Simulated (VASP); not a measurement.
# Ga (I4/mmm) in VASP: further runs

Ga is run at these levels: PBEsol+D4, RPBE+D4, revPBE+D4; tasks: single point.

Everything below comes from runs of VASP 6.6.1. Logs are shortened: lines on timing, memory, paths and dates and some standing lists are left out, and cuts for length are marked.

**1. The cell of the first run**

Symmetry: I4/mmm, No. 139, tetragonal system. The conventional cell has a = 2.750 Å, b = 2.750 Å, c = 4.466 Å, α = 90.00°, β = 90.00°, γ = 90.00°. Within 3.6 Å of Ga (site symmetry 4/mmm) lie 12 Ga at 2.75 to 2.96 Å.

**2. Single point, PBEsol+D4**

Contents of INCAR:

```
SYSTEM = Ga
PREC     = Accurate       ! precision mode
ENCUT    = 520            ! plane-wave cutoff, eV
EDIFF    = 1E-6           ! SCF threshold, eV
ISMEAR   = -1             ! smearing method
SIGMA    = 0.05           ! smearing width, eV
LREAL    = .False.        ! projectors in reciprocal space
LASPH    = .True.         ! aspherical terms in the spheres
NELM     = 80             ! most SCF steps
ALGO     = Normal         ! electronic algorithm
ISIF     = 2              ! what is computed and relaxed
LWAVE    = .False.        ! write WAVECAR
LCHARG   = .False.        ! write CHGCAR
GGA      = PS             ! functional
IVDW     = 13             ! dispersion correction
NBANDS   = 12             ! bands
```

Contents of KPOINTS:

```
regular mesh
0
Gamma
  13 13 13
  0 0 0
```

Contents of POSCAR:

```
Ga
1.0
   -1.3750106942      1.3750106942      2.2330087804
    1.3750106942     -1.3750106942      2.2330087804
    1.3750106942      1.3750106942     -2.2330087804
Ga
1
Direct
    0.0000000000      0.0000000000      0.0000000000
```

Potentials or basis: VASP PAW PBE potentials, release 64 (Ga_d).

Run with:

```console
$ cat potpaw_PBE.64/Ga_d/POTCAR > POTCAR
$ mpirun -np 1 vasp_std > vasp.out
```

OUTCAR:

```text
SYSTEM = Ga
   PREC = Accurate
   ENCUT = 520
   EDIFF = 1E-6
   ISMEAR = -1
   LREAL = .False.
   LASPH = .True.
   NELM = 80
   ISIF = 2
   GGA = PS
   IVDW = 13

 ion  position               nearest neighbor table
   1  0.000  0.000  0.000-

  LATTYP: Found a body centered tetragonal cell.
 ALAT       =     2.7500213884
 C/A-ratio  =     1.6239937550

  Lattice vectors:

 A1 = (  -1.3750106942,   1.3750106942,   2.2330087804)
 A2 = (   1.3750106942,  -1.3750106942,   2.2330087804)
 A3 = (   1.3750106942,   1.3750106942,  -2.2330087804)

Analysis of symmetry for initial positions (statically):
=====================================================================
 Subroutine PRICEL returns:
 Original cell was already a primitive cell.

 Routine SETGRP: Setting up the symmetry group for a
 body centered tetragonal supercell.

 Subroutine GETGRP returns: Found 16 space group operations
 (whereof 16 operations were pure point group operations)
 out of a pool of 16 trial point group operations.

The static configuration has the point symmetry D_4h.

Analysis of symmetry for dynamics (positions and initial velocities):
=====================================================================
 Subroutine PRICEL returns:
 Original cell was already a primitive cell.

 Routine SETGRP: Setting up the symmetry group for a
 body centered tetragonal supercell.

 Subroutine GETGRP returns: Found 16 space group operations
 (whereof 16 operations were pure point group operations)
 out of a pool of 16 trial point group operations.

The dynamic configuration has the point symmetry D_4h.

 Subroutine INISYM returns: Found 16 space group operations
 (whereof 16 operations are pure point group operations),
 and found     1 'primitive' translations

----------------------------------------------------------------------------------------

                                     Primitive cell

  volume of cell :      16.8874

  direct lattice vectors                    reciprocal lattice vectors
    -1.375010694  1.375010694  2.233008780     0.000000000  0.363633535  0.223913137
     1.375010694 -1.375010694  2.233008780     0.363633535  0.000000000  0.223913137
     1.375010694  1.375010694 -2.233008780     0.363633535  0.363633535  0.000000000

  length of vectors
     2.961019593  2.961019593  2.961019593     0.427043839  0.427043839  0.514255478

  position of ions in fractional coordinates (direct lattice)
     0.000000000  0.000000000  0.000000000

  ion indices of the primitive-cell ions
   primitive index   ion index
                 1           1

----------------------------------------------------------------------------------------

 KPOINTS: regular mesh

Automatic generation of k-mesh.
 Grid dimensions read from file:
 generate k-points for:   13   13   13

 Generating k-lattice:

  Cartesian coordinates                     Fractional coordinates (reciprocal lattice)
     0.000000000  0.027971810  0.017224087     0.076923077  0.000000000 -0.000000000
     0.027971810  0.000000000  0.017224087     0.000000000  0.076923077 -0.000000000
     0.027971810  0.027971810  0.000000000     0.000000000  0.000000000  0.076923077

  Length of vectors
     0.032849526  0.032849526  0.039558114

  Shift w.r.t. Gamma in fractional coordinates (k-lattice)
     0.000000000  0.000000000  0.000000000

 Subroutine IBZKPT returns following result:
 ===========================================

 Found    196 irreducible k-points:

 Following reciprocal coordinates:
            Coordinates               Weight
  0.000000  0.000000  0.000000      1.000000
  0.076923 -0.000000  0.000000      8.000000
  0.153846  0.000000  0.000000      8.000000
  0.230769  0.000000  0.000000      8.000000
  0.307692  0.000000  0.000000      8.000000
  0.384615 -0.000000  0.000000      8.000000
[... 16 lines left out ...]
  0.384615  0.153846  0.000000     16.000000
  0.461538  0.153846  0.000000     16.000000
 [... further k-points ...]
   k-points           NKPTS =    196   k-points in BZ     NKDIM =    196   number of bands    NBANDS=     12
   number of dos      NEDOS =    301   number of ions     NIONS =      1
   total plane-waves  NPLWV =  13824
   dimension x,y,z NGX =    24 NGY =   24 NGZ =   24
   dimension x,y,z NGXF=    48 NGYF=   48 NGZF=   48
   ions per type =               1
   NGX,Y,Z   is equivalent  to a cutoff of  13.47, 13.47, 13.47 a.u.
   NGXF,Y,Z  is equivalent  to a cutoff of  26.95, 26.95, 26.95 a.u.
 SYSTEM =  Ga
   PREC   = accura    normal or accurate (medium, high low for compatibility)
   ISTART =      0    job   : 0-new  1-cont  2-samecut
   ICHARG =      2    charge: 1-file 2-atom 10-const
   ISPIN  =      1    spin polarized calculation?
   LNONCOLLINEAR =      F non collinear calculations
   LSORBIT =      F    spin-orbit coupling
   LASPH  =      T    aspherical Exc in radial PAW
   ENCUT  =  520.0 eV  38.22 Ry    6.18 a.u.   5.51  5.51  5.51*2*pi/ulx,y,z
   NELM   =     80;   NELMIN=  2; NELMDL= -5     # of ELM steps
   EDIFF  = 0.1E-05   stopping-criterion for ELM
   LREAL  =      F    real-space projection
   EDIFFG = 0.1E-04   stopping-criterion for IOM
   NSW    =      0    number of steps for IOM
   IBRION =     -1    ionic relax: 0-MD 1-quasi-New 2-CG
   NFREE  =      0    steps in history (QN), initial steepest desc. (CG)
   ISIF   =      2    stress and relaxation
   ISYM   =      2    0-nonsym 1-usesym 2-fastsym
   POTIM  = 0.5000    time-step for ionic-motion
   TEBEG  =    0.0;   TEEND  =   0.0 temperature during run
   PSTRESS=    0.0 pullay stress
   NELECT =      13.0000    total number of electrons
   NUPDOWN=      -1.0000    fix difference up-down
   EMIN   =  10.00;   EMAX   =-10.00  energy-range for DOS
   EFERMI =   0.00;   METHOD = LEGACY
   ISMEAR =    -1;   SIGMA  =   0.05  broadening in eV -4-tet -1-fermi 0-gaus
   EFERMI_NEDOS =   21; number of points for ismear=-14 and -15
   IALGO  =     38    algorithm
   IMIX   =      4    mixing-type and parameters
     AMIX     =   0.40;   BMIX     =  1.00
     AMIX_MAG =   1.60;   BMIX_MAG =  1.00
  volume/ion in A,a.u.               =      16.89       113.96
  Fermi-wavevector in a.u.,A,eV,Ry     =   1.500382  2.835310 30.628690  2.251145
  Thomas-Fermi vector in A             =   2.611889
   LORBIT       =      0    0 simple, 1 ext, 2 COOP (PROOUT), +10 PAW based schemes
   GGA     = PS    functional components
   LHFCALC =     F    Hartree Fock is set to
   AEXX    =    0.0000 exact exchange contribution
   IVDW    =    13    specifies the selected vdW correction
   LEPSILON=     F    determine dielectric tensor
   LRPA    =     F    only Hartree local field effects (RPA)
 non-spin polarized calculation
  energy-cutoff  :      520.00
  volume of cell :       16.89
 maximum number of plane-waves:       472
 NGX is ok and might be reduce to    24
   NGX = 11   NGY = 11   NGZ = 11

 number of electron      13.0000006 magnetization

 Free energy of the ion-electron system (eV)
  ---------------------------------------------------
  ext. energy  EPLUGINS =         0.00000000
  ---------------------------------------------------
  free energy    TOTEN  =        -3.33138691 eV

  energy without entropy =       -3.32883401  energy(sigma->0) =       -3.33011046

 E-fermi :   6.4355     XC(G=0): -11.7188

 val. band max:        6.4133790676   @ k =  -0.4615   0.4615   0.1538
 cond. band min:       6.4555014770   @ k =   0.3846   0.2308   0.1538
 fundamental gap:      0.0421224094
 Fermi energy:         6.4354508191

 k-point     1 :       0.0000    0.0000    0.0000
  band No.  band energies     occupation
      1      -8.6072      2.00000
      2      -8.4299      2.00000
      3      -8.4277      2.00000
      4      -8.4277      2.00000
      5      -8.2459      2.00000
      6      -5.4626      2.00000
      7      19.9528      0.00000
      8      19.9810      0.00000
      9      19.9810      0.00000
     10      23.2301      0.00000
     11      23.3371      0.00000
     12      24.0870      0.00000

 k-point     2 :       0.0769   -0.0000    0.0000
  band No.  band energies     occupation
      1      -8.5968      2.00000
      2      -8.4359      2.00000
      3      -8.4222      2.00000
      4      -8.4200      2.00000
      5      -8.2514      2.00000
      6      -5.2964      2.00000
      7      17.9684      0.00000
      8      19.3468      0.00000
      9      19.7935      0.00000
     10      22.2308      0.00000
     11      23.6999      0.00000
     12      24.5631      0.00000

 k-point     3 :       0.1538    0.0000    0.0000
  band No.  band energies     occupation
      1      -8.5761      2.00000
      2      -8.4588      2.00000
      3      -8.4008      2.00000
      4      -8.3958      2.00000
      5      -8.2645      2.00000
      6      -4.7929      2.00000
      7      14.6217      0.00000
      8      18.1867      0.00000
      9      19.4331      0.00000
     10      21.6915      0.00000
     11      22.6781      0.00000
     12      25.7513      0.00000
[... 286 lines left out ...]
 k-point    23 :       0.3846    0.1538    0.0000
  band No.  band energies     occupation
      1      -8.5586      2.00000
      2      -8.4989      2.00000
      3      -8.4177      2.00000
      4      -8.2802      2.00000
      5      -8.2177      2.00000
      6       0.3839      2.00000
      7       4.6062      2.00000
      8      13.3533      0.00000
      9      14.6588      0.00000
     10      19.6112      0.00000
     11      21.8942      0.00000
     12      26.8881      0.00000

 k-point    24 :       0.4615    0.1538    0.0000
  band No.  band energies     occupation
      1      -8.5769      2.00000
      2      -8.4934      2.00000
      3      -8.4265      2.00000
      4      -8.2861      2.00000
      5      -8.1819      2.00000
      6       2.0170      2.00000
      7       2.6820      2.00000
      8      13.5034      0.00000
      9      14.8145      0.00000
     10      18.7581      0.00000
     11      21.9259      0.00000
     12      27.5474      0.00000

 [... further k-points ...]

------------------------ aborting loop because EDIFF is reached ----------------------------------------

  DFT-D4 for vdW energy calculation

  Edisp (eV):   -0.30935

  FORCE on cell =-STRESS in cart. coord.  units (eV):
  Direction    XX          YY          ZZ          XY          YZ          ZX
  --------------------------------------------------------------------------------------
  -------------------------------------------------------------------------------------
  Total       0.00377     0.00377     0.00114     0.00000     0.00000     0.00000
  in kB       0.35723     0.35723     0.10789     0.00000     0.00000     0.00000
  external pressure =        0.27 kB  Pullay stress =        0.00 kB

 VOLUME and BASIS-vectors are now :
 -----------------------------------------------------------------------------
  energy-cutoff  :      520.00
  volume of cell :       16.89
      direct lattice vectors                 reciprocal lattice vectors
    -1.375010694  1.375010694  2.233008780     0.000000000  0.363633535  0.223913137
     1.375010694 -1.375010694  2.233008780     0.363633535  0.000000000  0.223913137
     1.375010694  1.375010694 -2.233008780     0.363633535  0.363633535  0.000000000

 POSITION                                       TOTAL-FORCE (eV/Angst)
 -----------------------------------------------------------------------------------
      0.00000      0.00000      0.00000         0.000000     -0.000000     -0.000000
 -----------------------------------------------------------------------------------
    total drift:                                0.000000      0.000000     -0.000000

  FREE ENERGIE OF THE ION-ELECTRON SYSTEM (eV)
  ---------------------------------------------------
  free  energy   TOTEN  =        -3.6407402127 eV

  energy  without entropy=       -3.6381873078  energy(sigma->0) =       -3.63946376
```

Run time: 20 s. Hardware: 1 thread of Intel Xeon 8259CL, shared host; peak memory 0.17 GiB.

Results:

```
Free energy                : -3.6407 eV
Pressure                   : 0.0 GPa
Band gap on the k mesh     : zero (an odd number of electrons rules out a gap without spin polarisation)
Dispersion energy per atom : -0.309 eV
```

Levels at points of the mesh, in eV from the Fermi level:
```tsv
k point	band 3	band 4	band 5	band 6	band 7	band 8	band 9	band 10
(0.00, 0.00, 0.00)	-14.86	-14.86	-14.68	-11.90	13.52	13.55	13.55	16.79
```

Caveat: the PAW data sets were made with another functional, which shifts forces and pressure a little.

**3. Single point, RPBE+D4**

This run uses another cell than the first one, of 16.94 Å³/atom.

Contents of INCAR:

```
SYSTEM = Ga
PREC = Accurate
ENCUT = 520
EDIFF = 1E-7
ISMEAR = -1
SIGMA = 0.05
LREAL = .False.
LASPH = .True.
NELM = 80
ALGO = Normal
ISIF = 2
LWAVE = .False.
LCHARG = .True.
GGA = RP
IVDW = 13
LELF = .True.
LVHAR = .True.
NBANDS = 12
```

Contents of KPOINTS:

```
Automatic mesh
0
Gamma
  13 13 13
  0 0 0
```

Contents of POSCAR:

```
Ga
1.0
   -1.3784582985      1.3784582985      2.2293663934
    1.3784582985     -1.3784582985      2.2293663934
    1.3784582985      1.3784582985     -2.2293663934
Ga
1
Direct
    0.0000000000      0.0000000000      0.0000000000
```

Potentials or basis: VASP PAW PBE potentials, release 64 (Ga_d).

Run with:

```console
$ cat potpaw_PBE.64/Ga_d/POTCAR > POTCAR
$ mpirun -np 1 vasp_std > vasp.out
```

OUTCAR:

```text
SYSTEM = Ga
   PREC = Accurate
   ENCUT = 520
   EDIFF = 1E-7
   ISMEAR = -1
   LREAL = .False.
   LASPH = .True.
   NELM = 80
   ISIF = 2
   GGA = RP
   IVDW = 13

 ion  position               nearest neighbor table
   1  0.000  0.000  0.000-

  LATTYP: Found a body centered tetragonal cell.
 ALAT       =     2.7569165970
 C/A-ratio  =     1.6172896894

  Lattice vectors:

 A1 = (  -1.3784582985,   1.3784582985,   2.2293663934)
 A2 = (   1.3784582985,  -1.3784582985,   2.2293663934)
 A3 = (   1.3784582985,   1.3784582985,  -2.2293663934)

Analysis of symmetry for initial positions (statically):
=====================================================================
 Subroutine PRICEL returns:
 Original cell was already a primitive cell.

 Routine SETGRP: Setting up the symmetry group for a
 body centered tetragonal supercell.

 Subroutine GETGRP returns: Found 16 space group operations
 (whereof 16 operations were pure point group operations)
 out of a pool of 16 trial point group operations.

The static configuration has the point symmetry D_4h.

Analysis of symmetry for dynamics (positions and initial velocities):
[... 167 lines left out ...]
      2      -8.2639      2.00000
      3      -8.2639      2.00000
      4      -8.2613      2.00000
      5      -8.0859      2.00000
      6      -5.1610      2.00000
      7      20.2773      0.00000
      8      20.2773      0.00000
      9      20.2959      0.00000
     10      23.3846      0.00000
     11      23.5143      0.00000
     12      24.2553      0.00000
[... 331 lines left out ...]
 k-point    24 :       0.4615    0.1538    0.0000
  band No.  band energies     occupation
      1      -8.4062      2.00000
      2      -8.3246      2.00000
      3      -8.2607      2.00000
      4      -8.1227      2.00000
      5      -8.0219      2.00000
      6       2.3064      2.00000
      7       2.9455      2.00000
      8      13.8238      0.00000
      9      15.0474      0.00000
     10      18.9437      0.00000
     11      22.2159      0.00000
     12      27.6908      0.00000

 [... further k-points ...]

------------------------ aborting loop because EDIFF is reached ----------------------------------------

  DFT-D4 for vdW energy calculation

  Edisp (eV):   -0.97444

  FORCE on cell =-STRESS in cart. coord.  units (eV):
  Direction    XX          YY          ZZ          XY          YZ          ZX
  --------------------------------------------------------------------------------------
  -------------------------------------------------------------------------------------
  Total       0.01845     0.01845     0.01555     0.00000    -0.00000     0.00000
  in kB       1.74459     1.74459     1.47047     0.00000    -0.00000     0.00000
  external pressure =        1.65 kB  Pullay stress =        0.00 kB

 VOLUME and BASIS-vectors are now :
 -----------------------------------------------------------------------------
  energy-cutoff  :      520.00
  volume of cell :       16.94
      direct lattice vectors                 reciprocal lattice vectors
    -1.378458299  1.378458299  2.229366393     0.000000000  0.362724067  0.224278971
     1.378458299 -1.378458299  2.229366393     0.362724067  0.000000000  0.224278971
     1.378458299  1.378458299 -2.229366393     0.362724067  0.362724067  0.000000000

 POSITION                                       TOTAL-FORCE (eV/Angst)
 -----------------------------------------------------------------------------------
      0.00000      0.00000      0.00000         0.000000      0.000000      0.000000
 -----------------------------------------------------------------------------------
    total drift:                                0.000000      0.000000      0.000000

  FREE ENERGIE OF THE ION-ELECTRON SYSTEM (eV)
  ---------------------------------------------------
  free  energy   TOTEN  =        -3.4463210258 eV

  energy  without entropy=       -3.4438872391  energy(sigma->0) =       -3.44510413
```

It took 32 s on 1 thread of Intel Xeon 8259CL, shared host; peak memory 0.17 GiB.

Results:

| Item | Value |
| --- | --- |
| Free energy | -3.4463 eV |
| Pressure | 0.2 GPa |
| Band gap on the k mesh | zero (an odd number of electrons rules out a gap without spin polarisation) |
| Dispersion energy per atom | -0.974 eV |

Caveat: the PAW data sets were made with another functional, which shifts forces and pressure a little.

**4. Single point, revPBE+D4**

This run uses another cell than the first one, of 17.06 Å³/atom.

Contents of INCAR:

```
SYSTEM = Ga
PREC = Accurate ; ENCUT = 520
EDIFF = 1E-6 ; ISMEAR = -1
SIGMA = 0.05 ; LREAL = .FALSE.
LASPH = .TRUE. ; NELM = 80
ALGO = Fast ; ISIF = 2
LWAVE = .FALSE. ; LCHARG = .TRUE.
GGA = RE ; IVDW = 13
LELF = .TRUE. ; LVHAR = .TRUE.
NBANDS = 12
```

Contents of KPOINTS:

```
regular mesh
0
G
  13 13 13
  0 0 0
```

Contents of POSCAR:

```
Ga
1.0
   -1.3819289620      1.3819289620      2.2328599083
    1.3819289620     -1.3819289620      2.2328599083
    1.3819289620      1.3819289620     -2.2328599083
Ga
1
Direct
    0.0000000000      0.0000000000      0.0000000000
```

Run with:

```console
$ cat potpaw_PBE.64/Ga_d/POTCAR > POTCAR
$ mpirun -np 1 vasp_std > vasp.out
```

Wall time 44 s (1 thread of Intel Xeon 8259CL, shared host); peak memory 0.16 GiB.

The run converged. Its results:

| Item | Value |
| --- | --- |
| Free energy | -3.3695 eV |
| Pressure | 0.2 GPa |
| Band gap on the k mesh | zero (an odd number of electrons rules out a gap without spin polarisation) |
| Dispersion energy per atom | -0.823 eV |

Levels at points of the mesh, in eV from the Fermi level:
| k point | band 2 | band 3 | band 4 | band 5 | band 6 | band 7 | band 8 | band 9 | band 10 | band 11 |
| --- | --- | --- | --- | --- | --- | --- | --- | --- | --- | --- |
| (0.00, 0.00, 0.00) | -14.96 | -14.96 | -14.95 | -14.78 | -11.81 | 13.47 | 13.47 | 13.48 | 16.65 | 16.75 |

Caveat: the PAW data sets were made with another functional, which shifts forces and pressure a little.

**5. The runs side by side**

| level | cell | gap on the mesh (eV) | pressure (GPa) |
| --- | --- | --- | --- |
| PBEsol+D4 | a = 2.961 Å, angles 124.7, 124.7, 82.1°, 1 atom | none | 0.0 |
| RPBE+D4 | a = 2.961 Å, angles 124.5, 124.5, 82.3°, 1 atom | none | 0.2 |
| revPBE+D4 | a = 2.967 Å, angles 124.5, 124.5, 82.4°, 1 atom | none | 0.2 |

Alike in all rows: task single point; potentials or basis VASP PAW PBE potentials, release 64 (Ga_d); no spin polarisation; k mesh 13 × 13 × 13; cutoff (eV) 520; smearing fermi-dirac 0.05 eV.

Caveats: the PAW data sets were made with another functional, which shifts forces and pressure a little.

Total energies depend on the potentials used, so only differences within one code and one set of settings carry meaning.
